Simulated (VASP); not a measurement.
# Si3N4 (P-43m) in VASP: notebook

Si3N4 is run at these levels: PBEsol; tasks: single point.

Everything below comes from runs of VASP 6.6.1. Logs are shortened: lines on timing, memory, paths and dates and some standing lists are left out, and cuts for length are marked.

### Step 1. The cell of the first run

Symmetry: P-43m, No. 215, cubic system. The conventional cell has a = 3.950 Å, b = 3.950 Å, c = 3.950 Å, α = 90.00°, β = 90.00°, γ = 90.00°. Within 2.3 Å of Si (site symmetry -42m) lie 4 N at 1.71 Å. Within 2.3 Å of N (site symmetry 3m) lie 3 Si at 1.71 Å.

### Step 2. Single point, PBEsol

INCAR

```
ALGO = Normal ; EDIFF = 1E-6
ENCUT = 520 ; GGA = PS
ISIF = 2 ; ISMEAR = -1
LASPH = True ; LCHARG = False
LREAL = False ; LWAVE = False
NBANDS = 25 ; NELM = 60
PREC = Accurate ; SIGMA = 0.05
```

KPOINTS

```
k-points
0
Gamma
  7 7 7
```

POSCAR

```
Si3N4
1.0
    3.9496533042      0.0000000000      0.0000000000
    0.0000000000      3.9496533042      0.0000000000
    0.0000000000      0.0000000000      3.9496533042
Si N
3 4
Direct
    0.0000000000      0.0000000000      0.5000000000
    0.5000000000      0.0000000000      0.0000000000
    0.0000000000      0.5000000000      0.0000000000
    0.2481075021      0.2481075021      0.7518924979
    0.7518924979      0.7518924979      0.7518924979
    0.2481075021      0.7518924979      0.2481075021
    0.7518924979      0.2481075021      0.2481075021
```

Potentials or basis: VASP PAW PBE potentials, release 64 (Si, N).

Run with:

```
cat potpaw_PBE.64/Si/POTCAR potpaw_PBE.64/N/POTCAR > POTCAR
mpirun -np 1 vasp_std > vasp.out
```

OUTCAR:

```text
EDIFF = 1E-6
   ENCUT = 520
   GGA = PS
   ISIF = 2
   ISMEAR = -1
   LASPH = True
   LREAL = False
   NELM = 60
   PREC = Accurate

 ion  position               nearest neighbor table
   1  0.000  0.000  0.500-   4 1.71   5 1.71   6 1.71   7 1.71   2 2.79   3 2.79   2 2.79   3 2.79
                             3 2.79   3 2.79   2 2.79   2 2.79
   2  0.500  0.000  0.000-   4 1.71   5 1.71   6 1.71   7 1.71   1 2.79   3 2.79   1 2.79   3 2.79
                             1 2.79   3 2.79   1 2.79   3 2.79
   3  0.000  0.500  0.000-   4 1.71   5 1.71   6 1.71   7 1.71   1 2.79   2 2.79   1 2.79   1 2.79
                             2 2.79   1 2.79   2 2.79   2 2.79
   4  0.248  0.248  0.752-   1 1.71   2 1.71   3 1.71
   5  0.752  0.752  0.752-   1 1.71   2 1.71   3 1.71
   6  0.248  0.752  0.248-   1 1.71   2 1.71   3 1.71
   7  0.752  0.248  0.248-   1 1.71   2 1.71   3 1.71

  LATTYP: Found a simple cubic cell.
 ALAT       =     3.9496533042

  Lattice vectors:

 A1 = (   3.9496533042,   0.0000000000,   0.0000000000)
 A2 = (   0.0000000000,   3.9496533042,   0.0000000000)
 A3 = (   0.0000000000,   0.0000000000,   3.9496533042)

Analysis of symmetry for initial positions (statically):
=====================================================================
 Subroutine PRICEL returns:
 Original cell was already a primitive cell.

 Routine SETGRP: Setting up the symmetry group for a
 simple cubic supercell.

 Subroutine GETGRP returns: Found 24 space group operations
 (whereof 24 operations were pure point group operations)
 out of a pool of 48 trial point group operations.

The static configuration has the point symmetry T_d .

Analysis of symmetry for dynamics (positions and initial velocities):
=====================================================================
 Subroutine PRICEL returns:
 Original cell was already a primitive cell.

 Routine SETGRP: Setting up the symmetry group for a
 simple cubic supercell.

 Subroutine GETGRP returns: Found 24 space group operations
 (whereof 24 operations were pure point group operations)
 out of a pool of 48 trial point group operations.

The dynamic configuration has the point symmetry T_d .

 Subroutine INISYM returns: Found 24 space group operations
 (whereof 24 operations are pure point group operations),
 and found     1 'primitive' translations

----------------------------------------------------------------------------------------

                                     Primitive cell

  volume of cell :      61.6136

  direct lattice vectors                    reciprocal lattice vectors
     3.949653304  0.000000000  0.000000000     0.253186779  0.000000000  0.000000000
     0.000000000  3.949653304  0.000000000     0.000000000  0.253186779  0.000000000
     0.000000000  0.000000000  3.949653304     0.000000000  0.000000000  0.253186779

  length of vectors
     3.949653304  3.949653304  3.949653304     0.253186779  0.253186779  0.253186779

  position of ions in fractional coordinates (direct lattice)
     0.000000000  0.000000000  0.500000000
     0.500000000  0.000000000  0.000000000
     0.000000000  0.500000000  0.000000000
     0.248107502  0.248107502  0.751892498
     0.751892498  0.751892498  0.751892498
     0.248107502  0.751892498  0.248107502
     0.751892498  0.248107502  0.248107502

  ion indices of the primitive-cell ions
   primitive index   ion index
                 1           1
                 2           2
                 3           3
                 4           4
                 5           5
                 6           6
                 7           7

----------------------------------------------------------------------------------------

 KPOINTS: k-points

Automatic generation of k-mesh.
 Grid dimensions read from file:
 generate k-points for:    7    7    7

 Generating k-lattice:

  Cartesian coordinates                     Fractional coordinates (reciprocal lattice)
     0.036169540  0.000000000  0.000000000     0.142857143  0.000000000  0.000000000
     0.000000000  0.036169540  0.000000000     0.000000000  0.142857143  0.000000000
     0.000000000  0.000000000  0.036169540     0.000000000  0.000000000  0.142857143

  Length of vectors
     0.036169540  0.036169540  0.036169540

  Shift w.r.t. Gamma in fractional coordinates (k-lattice)
     0.000000000  0.000000000  0.000000000

 Subroutine IBZKPT returns following result:
 ===========================================

 Found     20 irreducible k-points:

 Following reciprocal coordinates:
            Coordinates               Weight
  0.000000  0.000000  0.000000      1.000000
  0.142857  0.000000  0.000000      6.000000
  0.285714  0.000000  0.000000      6.000000
  0.428571  0.000000  0.000000      6.000000
  0.142857  0.142857  0.000000     12.000000
  0.285714  0.142857  0.000000     24.000000
[... 12 lines left out ...]
  0.428571  0.428571  0.285714     24.000000
  0.428571  0.428571  0.428571      8.000000
   k-points           NKPTS =     20   k-points in BZ     NKDIM =     20   number of bands    NBANDS=     25
   number of dos      NEDOS =    301   number of ions     NIONS =      7
   total plane-waves  NPLWV =  27000
   dimension x,y,z NGX =    30 NGY =   30 NGZ =   30
   dimension x,y,z NGXF=    60 NGYF=   60 NGZF=   60
   ions per type =               3   4
   NGX,Y,Z   is equivalent  to a cutoff of  12.63, 12.63, 12.63 a.u.
   NGXF,Y,Z  is equivalent  to a cutoff of  25.25, 25.25, 25.25 a.u.
 SYSTEM =  unknown system
   PREC   = accura    normal or accurate (medium, high low for compatibility)
   ISTART =      0    job   : 0-new  1-cont  2-samecut
   ICHARG =      2    charge: 1-file 2-atom 10-const
   ISPIN  =      1    spin polarized calculation?
   LNONCOLLINEAR =      F non collinear calculations
   LSORBIT =      F    spin-orbit coupling
   LASPH  =      T    aspherical Exc in radial PAW
   ENCUT  =  520.0 eV  38.22 Ry    6.18 a.u.   7.34  7.34  7.34*2*pi/ulx,y,z
   NELM   =     60;   NELMIN=  2; NELMDL= -5     # of ELM steps
   EDIFF  = 0.1E-05   stopping-criterion for ELM
   LREAL  =      F    real-space projection
   EDIFFG = 0.1E-04   stopping-criterion for IOM
   NSW    =      0    number of steps for IOM
   IBRION =     -1    ionic relax: 0-MD 1-quasi-New 2-CG
   NFREE  =      0    steps in history (QN), initial steepest desc. (CG)
   ISIF   =      2    stress and relaxation
   ISYM   =      2    0-nonsym 1-usesym 2-fastsym
   POTIM  = 0.5000    time-step for ionic-motion
   TEBEG  =    0.0;   TEEND  =   0.0 temperature during run
   PSTRESS=    0.0 pullay stress
   NELECT =      32.0000    total number of electrons
   NUPDOWN=      -1.0000    fix difference up-down
   EMIN   =  10.00;   EMAX   =-10.00  energy-range for DOS
   EFERMI =   0.00;   METHOD = LEGACY
   ISMEAR =    -1;   SIGMA  =   0.05  broadening in eV -4-tet -1-fermi 0-gaus
   EFERMI_NEDOS =   21; number of points for ismear=-14 and -15
   IALGO  =     38    algorithm
   IMIX   =      4    mixing-type and parameters
     AMIX     =   0.40;   BMIX     =  1.00
     AMIX_MAG =   1.60;   BMIX_MAG =  1.00
  volume/ion in A,a.u.               =       8.80        59.40
  Fermi-wavevector in a.u.,A,eV,Ry     =   1.315929  2.486746 23.560795  1.731670
  Thomas-Fermi vector in A             =   2.446077
   LORBIT       =      0    0 simple, 1 ext, 2 COOP (PROOUT), +10 PAW based schemes
   GGA     = PS    functional components
   LHFCALC =     F    Hartree Fock is set to
   AEXX    =    0.0000 exact exchange contribution
   IVDW    =     0    specifies the selected vdW correction
   LEPSILON=     F    determine dielectric tensor
   LRPA    =     F    only Hartree local field effects (RPA)
 non-spin polarized calculation
  energy-cutoff  :      520.00
  volume of cell :       61.61
 maximum number of plane-waves:      1677
 NGX is ok and might be reduce to    30
   NGX = 15   NGY = 15   NGZ = 15

 number of electron      31.9999989 magnetization

 Free energy of the ion-electron system (eV)
  ---------------------------------------------------
  ext. energy  EPLUGINS =         0.00000000
  ---------------------------------------------------
  free energy    TOTEN  =       -57.86305047 eV

  energy without entropy =      -57.86305047  energy(sigma->0) =      -57.86305047

 E-fermi :   9.3861     XC(G=0): -12.0279

 val. band max:        8.2534104814   @ k =   0.4286   0.4286   0.4286
 cond. band min:      10.7469698058   @ k =   0.0000   0.0000   0.0000
 fundamental gap:      2.4935593245
 Fermi energy:         9.3861020218

 k-point     1 :       0.0000    0.0000    0.0000
  band No.  band energies     occupation
      1     -10.6341      2.00000
      2      -6.1130      2.00000
      3      -6.1130      2.00000
      4      -6.1130      2.00000
      5      -0.6846      2.00000
      6      -0.6846      2.00000
[... 17 lines left out ...]
     24      20.6053      0.00000
     25      20.6053      0.00000

 k-point     2 :       0.1429    0.0000    0.0000
  band No.  band energies     occupation
      1     -10.5010      2.00000
      2      -6.4965      2.00000
      3      -6.0896      2.00000
      4      -6.0896      2.00000
      5      -0.5611      2.00000
      6      -0.2952      2.00000
[... 17 lines left out ...]
     24      20.2627      0.00000
     25      20.7289      0.00000

 k-point     3 :       0.2857    0.0000    0.0000
  band No.  band energies     occupation
      1     -10.1196      2.00000
      2      -7.3456      2.00000
      3      -6.0354      2.00000
      4      -6.0354      2.00000
      5      -0.2187      2.00000
      6       0.5996      2.00000
[... 17 lines left out ...]
     24      19.6375      0.00000
     25      20.8605      0.00000

 k-point     4 :       0.4286    0.0000    0.0000
  band No.  band energies     occupation
      1      -9.6015      2.00000
      2      -8.1772      2.00000
      3      -5.9906      2.00000
      4      -5.9906      2.00000
      5       0.1941      2.00000
      6       1.6589      2.00000
[... 17 lines left out ...]
     24      20.2035      0.00000
     25      20.3027      0.00000

 k-point     5 :       0.1429    0.1429    0.0000
  band No.  band energies     occupation
      1     -10.3691      2.00000
      2      -6.5132      2.00000
      3      -6.3919      2.00000
      4      -6.0774      2.00000
      5      -0.3194      2.00000
      6      -0.1090      2.00000
[... 17 lines left out ...]
     24      20.1940      0.00000
     25      20.6681      0.00000

 k-point     6 :       0.2857    0.1429    0.0000
  band No.  band energies     occupation
      1      -9.9906      2.00000
      2      -7.2791      2.00000
      3      -6.3360      2.00000
      4      -6.0571      2.00000
      5      -0.0128      2.00000
      6       0.5893      2.00000
[... 17 lines left out ...]
     24      19.8127      0.00000
     25      20.5729      0.00000
[... 281 lines left out ...]
 k-point    17 :       0.2857    0.2857    0.2857
  band No.  band energies     occupation
      1      -9.1468      2.00000
      2      -7.0436      2.00000
      3      -7.0436      2.00000
      4      -6.6473      2.00000
      5      -0.3039      2.00000
      6      -0.3039      2.00000
[... 17 lines left out ...]
     24      19.7016      0.00000
     25      19.7020      0.00000

 k-point    18 :       0.4286    0.2857    0.2857
  band No.  band energies     occupation
      1      -8.6642      2.00000
      2      -7.6034      2.00000
      3      -6.9458      2.00000
      4      -6.6416      2.00000
      5      -0.7184      2.00000
      6      -0.3328      2.00000
[... 17 lines left out ...]
     24      19.5002      0.00000
     25      19.5870      0.00000

 k-point    19 :       0.4286    0.4286    0.2857
  band No.  band energies     occupation
      1      -8.1987      2.00000
      2      -7.4598      2.00000
      3      -7.3407      2.00000
      4      -6.7493      2.00000
      5      -0.8907      2.00000
      6      -0.7014      2.00000
[... 17 lines left out ...]
     24      18.4542      0.00000
     25      19.2718      0.00000

 k-point    20 :       0.4286    0.4286    0.4286
  band No.  band energies     occupation
      1      -7.7933      2.00000
      2      -7.3472      2.00000
      3      -7.3472      2.00000
      4      -6.9876      2.00000
      5      -1.2238      2.00000
      6      -1.2238      2.00000
[... 17 lines left out ...]
     24      18.6350      0.00000
     25      18.7534      0.00000

------------------------ aborting loop because EDIFF is reached ----------------------------------------

  FORCE on cell =-STRESS in cart. coord.  units (eV):
  Direction    XX          YY          ZZ          XY          YZ          ZX
  --------------------------------------------------------------------------------------
  -------------------------------------------------------------------------------------
  Total       11.7206668     11.7206668     11.7206668     -0.0000000      0.0000000      0.0000000
  in kB      304.7796568    304.7796568    304.7796568     -0.0000000      0.0000000      0.0000000
  external PRESSURE =     304.7796568 kB  Pullay stress =       0.0000000 kB

 VOLUME and BASIS-vectors are now :
 -----------------------------------------------------------------------------
  energy-cutoff  :      520.00
  volume of cell :       61.61
      direct lattice vectors                 reciprocal lattice vectors
     3.949653304  0.000000000  0.000000000     0.253186779  0.000000000  0.000000000
     0.000000000  3.949653304  0.000000000     0.000000000  0.253186779  0.000000000
     0.000000000  0.000000000  3.949653304     0.000000000  0.000000000  0.253186779

 POSITION                                       TOTAL-FORCE (eV/Angst)
 -----------------------------------------------------------------------------------
      0.00000      0.00000      1.97483         0.000000      0.000000      0.000000
      1.97483      0.00000      0.00000        -0.000000      0.000000      0.000000
      0.00000      1.97483      0.00000         0.000000      0.000000      0.000000
      0.97994      0.97994      2.96971         0.004033      0.004033     -0.004033
      2.96971      2.96971      2.96971        -0.004033     -0.004033     -0.004033
      0.97994      2.96971      0.97994         0.004033     -0.004033      0.004033
      2.96971      0.97994      0.97994        -0.004033      0.004033      0.004033
 -----------------------------------------------------------------------------------
    total drift:                               -0.000000     -0.000000     -0.000000

  FREE ENERGIE OF THE ION-ELECTRON SYSTEM (eV)
  ---------------------------------------------------
  free  energy   TOTEN  =       -57.8630504672 eV

  energy  without entropy=      -57.8630504672  energy(sigma->0) =      -57.86305047
```

It took 39 s on 1 thread of Intel Xeon 8259CL, shared host; peak memory 0.17 GiB.

What came out:

* Free energy: -57.8631 eV
* Pressure: 30.5 GPa
* Largest force: 0.007 eV/Å
* Band gap on the k mesh: 2.49 eV (least direct gap 2.69 eV)

Forces in eV/Å, atoms in the order of the input:
```
Si   0.000  0.000  0.000
Si   0.000  0.000  0.000
Si   0.000  0.000  0.000
N    0.004  0.004 -0.004
N   -0.004 -0.004 -0.004
N    0.004 -0.004  0.004
N   -0.004  0.004  0.004
```

Caveat: the cell stands under pressure; the PAW data sets were made with another functional, which shifts forces and pressure a little; an odd mesh through Γ misses points on the zone boundary, where band edges can lie.

### Step 3. Single point, PBEsol

This run uses another cell than the first one, of 9.11 Å³/atom.

INCAR

```
SYSTEM = Si3N4
PREC = Accurate ; ENCUT = 520
EDIFF = 1E-6 ; ISMEAR = -1
SIGMA = 0.05 ; LREAL = .False.
LASPH = .True. ; NELM = 60
ALGO = Normal ; ISIF = 2
LWAVE = .False. ; LCHARG = .True.
GGA = PS ; LELF = .True.
LVHAR = .True. ; NBANDS = 25
```

KPOINTS

```
Automatic mesh
0
Gamma
  7 7 7
  0 0 0
```

POSCAR

```
Si3N4
1.0
    3.9947197631      0.0000000000      0.0000000000
    0.0000000000      3.9947197631      0.0000000000
    0.0000000000      0.0000000000      3.9947197631
Si N
3 4
Direct
    0.0000000000      0.0000000000      0.5000000000
    0.5000000000      0.0000000000      0.0000000000
    0.0000000000      0.5000000000      0.0000000000
    0.2457244177      0.2457244177      0.7542755823
    0.7542755823      0.7542755823      0.7542755823
    0.2457244177      0.7542755823      0.2457244177
    0.7542755823      0.2457244177      0.2457244177
```

Potentials or basis: VASP PAW PBE potentials, release 64 (Si, N).

Run with:

```
cat potpaw_PBE.64/Si/POTCAR potpaw_PBE.64/N/POTCAR > POTCAR
mpirun -np 1 vasp_std > vasp.out
```

Wall time 46 s (1 thread of Intel Xeon 8259CL, shared host); peak memory 0.17 GiB.

The run converged. Its results:

- Free energy: -58.2017 eV
- Pressure: 20.4 GPa
- Largest force: 0.004 eV/Å
- Band gap on the k mesh: 2.54 eV (least direct gap 2.74 eV)

Forces on the atoms (eV/Å):
```
Si   0.000  0.000  0.000
Si   0.000  0.000  0.000
Si   0.000  0.000  0.000
N    0.002  0.002 -0.002
N   -0.002 -0.002 -0.002
N    0.002 -0.002  0.002
N   -0.002  0.002  0.002
```

Levels at points of the mesh, in eV from the valence-band top:
| k point | band 13 | band 14 | band 15 | band 16 | band 17 | band 18 | band 19 | band 20 |
| --- | --- | --- | --- | --- | --- | --- | --- | --- |
| (0.00, 0.00, 0.00) | -3.24 | -0.20 | -0.20 | -0.20 | 2.54 | 2.54 | 2.54 | 5.27 |

Caveat: the cell stands under pressure; the PAW data sets were made with another functional, which shifts forces and pressure a little; an odd mesh through Γ misses points on the zone boundary, where band edges can lie.
